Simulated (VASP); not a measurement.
# YbN (F-43m) in VASP: notebook, part 2 of 2

VASP 6.6.1.

## Step 4: Single point, PBE+U, collinear spin, ferromagnetic start (17.20 Å³/atom)

This run uses another cell than the first one, of 17.20 Å³/atom.

INCAR reads:

```
PREC = Accurate
ENCUT = 520
EDIFF = 1E-7
ISMEAR = 0
SIGMA = 0.05
LREAL = F
LASPH = T
NELM = 150
ALGO = Normal
ISIF = 2
LWAVE = F
LCHARG = F
ISPIN = 2
MAGMOM = 1.08 0.01
LORBIT = 11
LMAXMIX = 6
LDAU = T
LDAUTYPE = 2
LDAUL = 3 -1
LDAUU = 6 0
LDAUJ = 0 0
LDAUPRINT = 1
GGA = PE
NBANDS = 26
```

KPOINTS reads:

```
Automatic mesh
0
Gamma
  8 8 8
```

POSCAR reads:

```
YbN
1.0
    0.0000000000      2.5811819695      2.5811819695
    2.5811819695      0.0000000000      2.5811819695
    2.5811819695      2.5811819695      0.0000000000
Yb N
1 1
Direct
    0.0000000000      0.0000000000      0.0000000000
    0.2500000000      0.2500000000      0.2500000000
```

Potentials or basis: VASP PAW PBE potentials, release 64 (Yb, N).

Started as:

```console
> cat potpaw_PBE.64/Yb/POTCAR potpaw_PBE.64/N/POTCAR > POTCAR
> mpirun -np 1 vasp_std > vasp.out
```

OUTCAR:

```text
PREC = Accurate
   ENCUT = 520
   EDIFF = 1E-7
   ISMEAR = 0
   LREAL = F
   LASPH = T
   NELM = 150
   ISIF = 2
   ISPIN = 2
   LORBIT = 11
   GGA = PE

 ion  position               nearest neighbor table
   1  0.000  0.000  0.000-   2 2.24   2 2.24   2 2.24   2 2.24
   2  0.250  0.250  0.250-   1 2.24   1 2.24   1 2.24   1 2.24

  LATTYP: Found a face centered cubic cell.
 ALAT       =     5.1623639390

  Lattice vectors:

 A1 = (   0.0000000000,   2.5811819695,   2.5811819695)
 A2 = (   2.5811819695,   0.0000000000,   2.5811819695)
 A3 = (   2.5811819695,   2.5811819695,   0.0000000000)

Analysis of symmetry for initial positions (statically):
=====================================================================
 Subroutine PRICEL returns:
 Original cell was already a primitive cell.

 Routine SETGRP: Setting up the symmetry group for a
 face centered cubic supercell.

 Subroutine GETGRP returns: Found 24 space group operations
 (whereof 24 operations were pure point group operations)
[... 232 lines left out ...]
 k-point     1 :       0.0000    0.0000    0.0000
  band No.  band energies     occupation
      1     -48.5266      1.00000
      2     -20.6228      1.00000
      3     -20.6228      1.00000
      4     -20.6228      1.00000
      5     -11.7523      1.00000
      6      -1.2695      1.00000
[... 1385 lines left out ...]
     25      20.1976      0.00000
     26      22.1925      0.00000

 [... further k-points ...]
[... 5 lines left out ...]
  --------------------------------------------------------------------------------------
  -------------------------------------------------------------------------------------
  Total        0.4125016      0.4125016      0.4125016      0.0000000      0.0000000      0.0000000
  in kB       19.2154391     19.2154391     19.2154391      0.0000000      0.0000000      0.0000000
  external PRESSURE =      19.2154391 kB  Pullay stress =       0.0000000 kB

 VOLUME and BASIS-vectors are now :
 -----------------------------------------------------------------------------
  energy-cutoff  :      520.00
  volume of cell :       34.39
      direct lattice vectors                 reciprocal lattice vectors
     0.000000000  2.581181969  2.581181969    -0.193709706  0.193709706  0.193709706
     2.581181969  0.000000000  2.581181969     0.193709706 -0.193709706  0.193709706
     2.581181969  2.581181969  0.000000000     0.193709706  0.193709706 -0.193709706

 POSITION                                       TOTAL-FORCE (eV/Angst)
 -----------------------------------------------------------------------------------
      0.00000      0.00000      0.00000        -0.000000      0.000000      0.000000
      1.29059      1.29059      1.29059         0.000000     -0.000000     -0.000000
 -----------------------------------------------------------------------------------
    total drift:                               -0.000000     -0.000000     -0.000000

  FREE ENERGIE OF THE ION-ELECTRON SYSTEM (eV)
  ---------------------------------------------------
  free  energy   TOTEN  =       -12.0983366734 eV

  energy  without entropy=      -12.0947968380  energy(sigma->0) =      -12.09656676

 total charge

# of ion       s       p       d       f       tot
--------------------------------------------------
    1        2.173   6.115   0.629  13.478  22.395
    2        1.272   2.392   0.000   0.000   3.664
--------------------------------------------------
tot          3.445   8.507   0.629  13.478  26.059

 magnetization (x)

# of ion       s       p       d       f       tot
--------------------------------------------------
    1        0.001   0.025   0.019   0.515   0.560
    2        0.008   0.322   0.000   0.000   0.330
--------------------------------------------------
tot          0.009   0.347   0.019   0.515   0.890
```

OSZICAR:

```text
N       E                     dE             d eps       ncg     rms          rms(c)
DAV:   1     0.179925491683E+03    0.17993E+03   -0.98018E+03  4344   0.790E+03
DAV:   2     0.113881440956E+02   -0.16854E+03   -0.15242E+03  4030   0.792E+02
DAV:   3    -0.117102742984E+02   -0.23098E+02   -0.22360E+02  3728   0.135E+02
[... 16 lines left out ...]
DAV:  20    -0.120983288861E+02   -0.37272E-06   -0.54923E-06  5454   0.380E-02    0.105E-01
DAV:  21    -0.120983360729E+02   -0.71868E-05   -0.38826E-05  5026   0.278E-01    0.157E-02
DAV:  22    -0.120983367656E+02   -0.69270E-06   -0.16720E-06  5752   0.835E-02    0.179E-02
DAV:  23    -0.120983366114E+02    0.15420E-06   -0.18340E-06  3772   0.751E-02    0.102E-02
DAV:  24    -0.120983366734E+02   -0.62064E-07   -0.26681E-07  3232   0.145E-02
   1 F= -.12098337E+02 E0= -.12096567E+02  d E =-.353984E-02  mag=     1.0000
```

stdout:

```text
POSCAR found type information on POSCAR YbN
 POSCAR found :  2 types and       2 ions
 scaLAPACK will be used
 LDA part: xc-table for (Slater+PW92), standard interpolation
 POSCAR, INCAR and KPOINTS ok, starting setup
 FFT: planning ... GRIDC
 FFT: planning ... GRID_SOFT
 FFT: planning ... GRID
 WAVECAR not read
 entering main loop
```

It took 69 s on 1 thread of Intel Xeon 6975P-C (Granite Rapids), shared host; peak memory 0.21 GiB.

Results:

```
Free energy                                           : -12.0983 eV
Pressure                                              : 1.9 GPa
Band gap on the k mesh                                : zero (filled and empty bands overlap)
Net moment                                            : 1.00 μB per cell
Site moments                                          : Yb +0.56; N +0.33 μB
Valence electrons inside the program's atomic spheres : Yb 22.39; N 3.66
```

Levels at points of the mesh, in eV from the Fermi level:
Spin up:
| k point | band 13 | band 14 | band 15 | band 16 | band 17 | band 18 |
| --- | --- | --- | --- | --- | --- | --- |
| (0.00, 0.00, 0.00) | -1.25 | -1.25 | -1.25 | 2.33 | 7.02 | 7.02 |
| (0.50, 0.00, 0.00) | -1.57 | -0.98 | -0.98 | 5.10 | 6.99 | 7.05 |
| (0.50, 0.50, 0.00) | -1.65 | -0.23 | -0.23 | 3.05 | 5.72 | 9.02 |
Spin down:
| k point | band 10 | band 11 | band 12 | band 13 | band 14 | band 15 | band 16 | band 17 | band 18 | band 19 |
| --- | --- | --- | --- | --- | --- | --- | --- | --- | --- | --- |
| (0.00, 0.00, 0.00) | -0.84 | -0.84 | -0.84 | -0.33 | -0.33 | -0.33 | 2.43 | 7.07 | 7.07 | 10.06 |
| (0.50, 0.00, 0.00) | -1.27 | -0.87 | -0.87 | -0.32 | -0.14 | -0.14 | 5.27 | 7.05 | 7.18 | 7.18 |
| (0.50, 0.50, 0.00) | -1.35 | -0.77 | -0.77 | -0.43 | 0.56 | 0.56 | 3.02 | 5.95 | 9.06 | 9.34 |

Eigenvalues of the final occupation matrices:
| site | spin | trace | eigenvalues |
| --- | --- | --- | --- |
| site 1 f | 1 | 7.00 | 1.00 1.00 1.00 1.00 1.00 1.00 1.00 |
| site 1 f | 2 | 6.49 | 0.84 0.84 0.84 0.99 0.99 0.99 0.99 |

Caveat: spin-orbit coupling is left out, which moves the levels of the heavy elements. The state reached can hang on the start; a lower one may exist.

## Step 5: The runs side by side

```tsv
cell	gap on the mesh (eV)	pressure (GPa)	moment (μB)
a = 3.601 Å, angles 60.0°, 2 atoms	none	6.2	1.00
a = 3.626 Å, angles 60.0°, 2 atoms	none	4.0	1.00
a = 3.650 Å, angles 60.0°, 2 atoms	none	1.9	1.00
```

Alike in all rows: task single point; level PBE+U; potentials or basis VASP PAW PBE potentials, release 64 (Yb, N); spin collinear, ferromagnetic start; Yb f U = 6.0 eV; k mesh 8 × 8 × 8; cutoff (eV) 520; smearing gaussian 0.05 eV.

Caveats: spin-orbit coupling is left out, which moves the levels of the heavy elements; the cell stands under pressure (at least some runs).

Total energies depend on the potentials used, so only differences within one code and one set of settings carry meaning.
